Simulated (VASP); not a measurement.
# SnO2 (Fm-3m) in VASP: settings compared, part 2 of 2

VASP 6.6.1. Earlier steps stand in the parts before.

### Step 4. Single point, LDA (volume scaled by 1.04)

The input, INCAR:

```
  ALGO = Normal
  EDIFF = 1E-6
  ENCUT = 520
  GGA = CA
  ISIF = 2
  ISMEAR = -1
  LASPH = True
  LCHARG = False
  LREAL = False
  LWAVE = False
  NBANDS = 20
  NELM = 100
  PREC = Accurate
  SIGMA = 0.05
```

The input, KPOINTS:

```
k-points
0
Gamma
  9 9 9
```

The input, POSCAR:

```
SnO2
1.0
    0.0000000000      2.6080242793      2.6080242793
    2.6080242793      0.0000000000      2.6080242793
    2.6080242793      2.6080242793      0.0000000000
Sn O
1 2
Direct
    0.0000000000      0.0000000000      0.0000000000
    0.7500000000      0.7500000000      0.7500000000
    0.2500000000      0.2500000000      0.2500000000
```

Potentials or basis: VASP PAW LDA potentials, release 64 (Sn_d, O).

Command:

```console
$ cat potpaw_LDA.64/Sn_d/POTCAR potpaw_LDA.64/O/POTCAR > POTCAR
$ mpirun -np 1 vasp_std > vasp.out
```

OUTCAR:

```text
EDIFF = 1E-6
   ENCUT = 520
   GGA = CA
   ISIF = 2
   ISMEAR = -1
   LASPH = True
   LREAL = False
   NELM = 100
   PREC = Accurate

 ion  position               nearest neighbor table
   1  0.000  0.000  0.000-   2 2.26   2 2.26   2 2.26   2 2.26   3 2.26   3 2.26   3 2.26   3 2.26

   2  0.750  0.750  0.750-   1 2.26   1 2.26   1 2.26   1 2.26
   3  0.250  0.250  0.250-   1 2.26   1 2.26   1 2.26   1 2.26

  LATTYP: Found a face centered cubic cell.
 ALAT       =     5.2160485586

  Lattice vectors:

 A1 = (   0.0000000000,   2.6080242793,   2.6080242793)
 A2 = (   2.6080242793,   0.0000000000,   2.6080242793)
 A3 = (   2.6080242793,   2.6080242793,   0.0000000000)

Analysis of symmetry for initial positions (statically):
=====================================================================
 Subroutine PRICEL returns:
 Original cell was already a primitive cell.

 Routine SETGRP: Setting up the symmetry group for a
 face centered cubic supercell.

 Subroutine GETGRP returns: Found 48 space group operations
[... 162 lines left out ...]
  free energy    TOTEN  =       -20.31564273 eV

  energy without entropy =      -20.31485513  energy(sigma->0) =      -20.31524893

 E-fermi :   6.6410     XC(G=0): -11.9734

 val. band max:        6.4276864298   @ k =  -0.4444   0.4444   0.0000
 cond. band min:       7.2420205849   @ k =   0.1111   0.0000   0.0000
 fundamental gap:      0.8143341551
 Fermi energy:         6.6410471240

 k-point     1 :       0.0000    0.0000    0.0000
  band No.  band energies     occupation
      1     -13.9343      2.00000
      2     -13.9343      2.00000
      3     -13.9343      2.00000
      4     -13.8213      2.00000
      5     -13.8213      2.00000
      6     -12.2517      2.00000
[... 541 lines left out ...]
     19      23.2195      0.00000
     20      23.4604      0.00000

 [... further k-points ...]

------------------------ aborting loop because EDIFF is reached ----------------------------------------

  FORCE on cell =-STRESS in cart. coord.  units (eV):
  Direction    XX          YY          ZZ          XY          YZ          ZX
  --------------------------------------------------------------------------------------
  -------------------------------------------------------------------------------------
  Total       -3.8605447     -3.8605447     -3.8605447      0.0000000      0.0000000     -0.0000000
  in kB     -174.3388912   -174.3388912   -174.3388912      0.0000000      0.0000000     -0.0000000
  external PRESSURE =    -174.3388912 kB  Pullay stress =       0.0000000 kB

 VOLUME and BASIS-vectors are now :
 -----------------------------------------------------------------------------
  energy-cutoff  :      520.00
  volume of cell :       35.48
      direct lattice vectors                 reciprocal lattice vectors
     0.000000000  2.608024279  2.608024279    -0.191716007  0.191716007  0.191716007
     2.608024279  0.000000000  2.608024279     0.191716007 -0.191716007  0.191716007
     2.608024279  2.608024279  0.000000000     0.191716007  0.191716007 -0.191716007

 POSITION                                       TOTAL-FORCE (eV/Angst)
 -----------------------------------------------------------------------------------
      0.00000      0.00000      0.00000         0.000000     -0.000000     -0.000000
      3.91204      3.91204      3.91204         0.000000      0.000000      0.000000
      1.30401      1.30401      1.30401        -0.000000     -0.000000     -0.000000
 -----------------------------------------------------------------------------------
    total drift:                                0.000000     -0.000000      0.000000

  FREE ENERGIE OF THE ION-ELECTRON SYSTEM (eV)
  ---------------------------------------------------
  free  energy   TOTEN  =       -20.3156427277 eV

  energy  without entropy=      -20.3148551280  energy(sigma->0) =      -20.31524893
```

OSZICAR:

```text
N       E                     dE             d eps       ncg     rms          rms(c)
DAV:   1     0.237082253977E+03    0.23708E+03   -0.13549E+04  1488   0.200E+03
DAV:   2     0.392276725165E+01   -0.23316E+03   -0.22103E+03  1472   0.491E+02
DAV:   3    -0.225370180620E+02   -0.26460E+02   -0.26113E+02  1592   0.137E+02
DAV:   4    -0.232853029263E+02   -0.74828E+00   -0.74756E+00  1568   0.240E+01
DAV:   5    -0.233014602974E+02   -0.16157E-01   -0.16156E-01  1732   0.374E+00    0.102E+01
DAV:   6    -0.203877063601E+02    0.29138E+01   -0.11208E+01  2144   0.583E+01    0.389E+00
DAV:   7    -0.203579052670E+02    0.29801E-01   -0.68263E-01  1468   0.622E+00    0.186E+00
DAV:   8    -0.203198206327E+02    0.38085E-01   -0.11251E-01  1564   0.280E+00    0.395E-01
DAV:   9    -0.203155567826E+02    0.42639E-02   -0.13546E-02  2220   0.125E+00    0.758E-02
DAV:  10    -0.203156380430E+02   -0.81260E-04   -0.99789E-04  1584   0.368E-01    0.331E-02
DAV:  11    -0.203156453994E+02   -0.73564E-05   -0.50308E-05  2056   0.952E-02    0.201E-02
DAV:  12    -0.203156427205E+02    0.26788E-05   -0.13181E-05  1648   0.305E-02    0.578E-03
DAV:  13    -0.203156427277E+02   -0.71350E-08   -0.64959E-07  1012   0.694E-03
   1 F= -.20315643E+02 E0= -.20315249E+02  d E =-.787600E-03
```

Wall time 34 s (1 thread of Intel Xeon Platinum 8488C (Sapphire Rapids), shared host); peak memory 0.15 GiB.

Results:

```
Free energy            : -20.3156 eV
Pressure               : -17.4 GPa
Band gap on the k mesh : zero (band 13 reaches 6.43 eV, above the bottom of band 14 at 5.89 eV)
```

Levels at points of the mesh, in eV from the Fermi level:
| k point | band 11 | band 12 | band 13 | band 14 | band 15 | band 16 |
| --- | --- | --- | --- | --- | --- | --- |
| (0.00, 0.00, 0.00) | -1.40 | -1.40 | -1.40 | -0.75 | 6.44 | 6.44 |

Caveat: spin-orbit coupling is left out, which moves the levels of the heavy elements.

### Step 5. Overview

```csv
level,potentials or basis,cell,gap on the mesh (eV),pressure (GPa)
LDA,"VASP PAW LDA potentials, release 64 (Sn_d, O)","a = 3.665 Å, angles 60.0°, 3 atoms",none,-14.7
PBEsol,"VASP PAW PBE potentials, release 64 (Sn_d, O)","a = 3.665 Å, angles 60.0°, 3 atoms",none,-9.9
LDA,"VASP PAW LDA potentials, release 64 (Sn_d, O)","a = 3.688 Å, angles 60.0°, 3 atoms",none,-17.4
```

Alike in all rows: task single point; no spin polarisation; k mesh 9 × 9 × 9; cutoff (eV) 520; smearing fermi-dirac 0.05 eV.

Caveats: spin-orbit coupling is left out, which moves the levels of the heavy elements; the PAW data sets were made with another functional, which shifts forces and pressure a little (some runs).

Absolute energies hang on the potentials; compare differences alone.
